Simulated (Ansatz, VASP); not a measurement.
GaN: VASP beside Ansatz

```xyz
8
Lattice="-3.2185 0.0000 0.0000 0.0000 0.0000 -5.2434 0.0000 -5.5747 0.0000" Properties=species:S:1:pos:R:3 pbc="T T T"
Ga   -1.6093   -0.9291   -0.0045
Ga    0.0000   -3.7164   -0.0045
Ga    0.0000   -1.8582   -2.6262
Ga   -1.6093   -4.6456   -2.6262
N    -1.6093   -0.9291   -3.2726
N     0.0000   -3.7164   -3.2726
N     0.0000   -1.8582   -0.6509
N    -1.6093   -4.6456   -0.6509
```

Alike in both runs: task single point; functional PBE; k mesh 8 × 6 × 6; occupations gaussian, width 0.05 eV; no spin polarisation.

```csv
,VASP,Ansatz
version,VASP 6.6.1,Ansatz 0.2.0
potentials or method,"VASP PAW PBE potentials, release 64 (Ga_d, N), cutoff 520 eV","scalar-relativistic, plane waves, PAW"
valence electrons in the cell,72,72
```

|  | VASP | Ansatz | Ansatz less VASP |
| --- | --- | --- | --- |
| gap on the k mesh at the Fermi level (eV) | 1.71 | 1.71 | -0.003 |
| least direct gap on the mesh (eV) | 1.71 | 1.71 | -0.003 |
| pressure (GPa) | 0.1 | 0.0 | -0.12 |
